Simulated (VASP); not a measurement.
A run of VASP 6.6.1:

Contents of INCAR:

```
ALGO     = Normal         # electronic algorithm
EDIFF    = 1E-6           # SCF threshold, eV
ENCUT    = 520            # plane-wave cutoff, eV
GGA      = PE             # functional
ISIF     = 2              # what is computed and relaxed
ISMEAR   = -1             # smearing method
LASPH    = T              # aspherical terms in the spheres
LCHARG   = T              # write CHGCAR
LELF     = T              # ELF
LREAL    = F              # projectors in reciprocal space
LVHAR    = T            
LWAVE    = F              # write WAVECAR
NBANDS   = 19             # bands
NELM     = 60             # most SCF steps
PREC     = Accurate       # precision mode
SIGMA    = 0.08           # smearing width, eV
```

Contents of KPOINTS:

```
k-points
0
Gamma
  15 15 8
```

Contents of POSCAR:

```
Cd
1.0
    2.3517475104      0.0000000000      0.0000000000
   -1.1758737552      2.0366730873      0.0000000000
    0.0000000000      0.0000000000      3.7830639780
Cd
2
Direct
    0.3333333333      0.6666666667      0.2500000000
    0.6666666667      0.3333333333      0.7500000000
```

Potentials or basis: VASP PAW PBE potentials, release 64 (Cd).

Launch:

```console
$ cat potpaw_PBE.64/Cd/POTCAR > POTCAR
$ mpirun -np 1 vasp_std > vasp.out
```

Hardware: 1 thread of Intel(R) Xeon(R) 6975P-C (Granite Rapids), with other jobs on the host.

Problem. How long does it take, and how much memory?

Solution. It took 28 s on 1 thread of Intel(R) Xeon(R) 6975P-C (Granite Rapids), with other jobs on the host, peak memory 0.15 GiB. Counts: scf iterations 11, k points 135.
